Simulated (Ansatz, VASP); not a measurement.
GdIrF in VASP and in Ansatz

The input INCAR:

```
SYSTEM = GdIrF
PREC = Accurate
ENCUT = 520
EDIFF = 1E-6
ISMEAR = 0
SIGMA = 0.1
LREAL = .False.
LASPH = .True.
NELM = 150
ALGO = Normal
ISIF = 2
LWAVE = .False.
LCHARG = .False.
ISPIN = 2
MAGMOM = 7 7 1 1 0 0
LORBIT = 11
LMAXMIX = 6
GGA = PE
NBANDS = 47
```

The input KPOINTS:

```
regular mesh
0
Gamma
  6 6 4
  0 0 0
```

The input POSCAR:

```
GdIrF
1.0
    4.1563437000      0.0000000000      0.0000000000
   -2.0781718500      3.5994992300      0.0000000000
    0.0000000000      0.0000000000      7.1328071600
Gd Ir F
2 2 2
Direct
    0.0000000000      0.0000000000      0.0000000000
    0.0000000000      0.0000000000      0.5000000000
    0.3333333300      0.6666666700      0.2500000000
    0.6666666700      0.3333333300      0.7500000000
    0.3333333300      0.6666666700      0.7500000000
    0.6666666700      0.3333333300      0.2500000000
```

Input for Ansatz:

```yaml
crystal:
  lattice:
    - [4.1563437, 0.0, 0.0]
    - [-2.07817185, 3.59949923, 0.0]
    - [0.0, 0.0, 7.13280716]
  atoms:
    - { symbol: Gd, position: [0.0, 0.0, 0.0], spin: 7.0 }
    - { symbol: Gd, position: [0.0, 0.0, 0.5], spin: 7.0 }
    - { symbol: Ir, position: [0.33333333, 0.66666667, 0.25], spin: 1.0 }
    - { symbol: Ir, position: [0.66666667, 0.33333333, 0.75], spin: 1.0 }
    - { symbol: F, position: [0.33333333, 0.66666667, 0.75] }
    - { symbol: F, position: [0.66666667, 0.33333333, 0.25] }
basis:
  ecutwfc: 420
kpoints:
  mp_grid: { grid: [6, 6, 4] }
hamiltonian:
  xc: pbe
scf:
  occupations: { method: gaussian, width: 0.1 }
  lower_state_search: "off"
output:
  forces: true
  stress: true
  eigenvalues: true
  populations: true
magnetization:
  spin_polarized: true
```

Change from the starting cell: species swapped into the CeCuSn type (P6_3/mmc, No. 194).

Alike in both runs: task single point; functional PBE; k mesh 6 × 6 × 4; occupations gaussian, width 0.1 eV; collinear spin.

```csv
,VASP,Ansatz
version,VASP 6.6.1,Ansatz 0.2.0
potentials or method,"VASP PAW PBE potentials, release 64 (Gd, Ir, F), cutoff 520 eV","scalar-relativistic, plane waves, PAW"
valence electrons in the cell,68,84
```

Ansatz gave:

| Quantity | Value |
| --- | --- |
| gap on the k mesh at the Fermi level (eV) | none |
| pressure (GPa) | 0.9 |
| traceless stress, the component that is largest in VASP (GPa) | -2.67 |
| net moment per atom (μB) | 2.39 |
| size of the moment on the site where the two differ most (μB) | 6.93 |

**Question.** Which values does VASP return?

**Answer.** gap on the k mesh at the Fermi level (eV): none; pressure (GPa): 0.9; traceless stress, the component that is largest in VASP (GPa): -2.84; net moment per atom (μB): 2.39; size of the moment on the site where the two differ most (μB): 6.77.

Site moments also hang on the region over which each program counts them. A gap of «none» marks a metal or a gap that the smearing closes. VASP's potentials hold 68 valence electrons a cell and Ansatz's 84, so a difference there can come from the potentials and not from the codes.

Spin-orbit coupling is off throughout.
